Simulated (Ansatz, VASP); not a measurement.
Two plane-wave programs on Al

File INCAR:

```
SYSTEM = Al
PREC = Accurate
ENCUT = 520
EDIFF = 1E-7
ISMEAR = 0
SIGMA = 0.15
LREAL = .False.
LASPH = .True.
NELM = 60
ALGO = Fast
ISIF = 2
LWAVE = .False.
LCHARG = .False.
GGA = PE
IVDW = 12
NBANDS = 14
```

Contents of KPOINTS:

```
Automatic mesh
0
Gamma
  18 18 6
  0 0 0
```

POSCAR

```
Al
1.0
    2.7681813077      0.0000000000      0.0000000000
   -1.3840906538      2.3973153347      0.0000000000
    0.0000000000      0.0000000000      8.9442706233
Al
4
Direct
    0.0000000000      0.0000000000      0.0000000000
    0.3333333333      0.6666666667      0.2500000000
    0.0000000000      0.0000000000      0.5000000000
    0.6666666667      0.3333333333      0.7500000000
```

Input for Ansatz:

```yaml
crystal:
  lattice:
    - [2.7681813077, 0.0, 0.0]
    - [-1.3840906538, 2.3973153347, 0.0]
    - [0.0, 0.0, 8.9442706233]
  atoms:
    - { symbol: Al, position: [0.0, 0.0, 0.0] }
    - { symbol: Al, position: [0.3333333333, 0.6666666667, 0.25] }
    - { symbol: Al, position: [0.0, 0.0, 0.5] }
    - { symbol: Al, position: [0.6666666667, 0.3333333333, 0.75] }
basis:
  ecutwfc: 420
kpoints:
  mp_grid: { grid: [18, 18, 6] }
hamiltonian:
  xc: pbe
  dispersion: d3bj
scf:
  occupations: { method: gaussian, width: 0.15 }
output:
  forces: true
  stress: true
  eigenvalues: true
```

Alike in both runs: task single point; functional PBE; dispersion D3(BJ); k mesh 18 × 18 × 6; occupations gaussian, width 0.15 eV; no spin polarisation.

```csv
,VASP,Ansatz
version,VASP 6.6.1,Ansatz 0.2.0
potentials or method,"VASP PAW PBE potentials, release 64 (Al), cutoff 520 eV","scalar-relativistic, plane waves, PAW"
valence electrons in the cell,12,12
```

VASP gave:

| Item | Value |
| --- | --- |
| gap on the k mesh at the Fermi level (eV) | none |
| pressure (GPa) | 6.5 |
| traceless stress, the component that is largest in VASP (GPa) | 1.27 |

Estimate Ansatz's values.

gap on the k mesh at the Fermi level (eV): none; pressure (GPa): 6.6; traceless stress, the component that is largest in VASP (GPa): 1.27.

A gap of «none» marks a metal or a gap that the smearing closes.
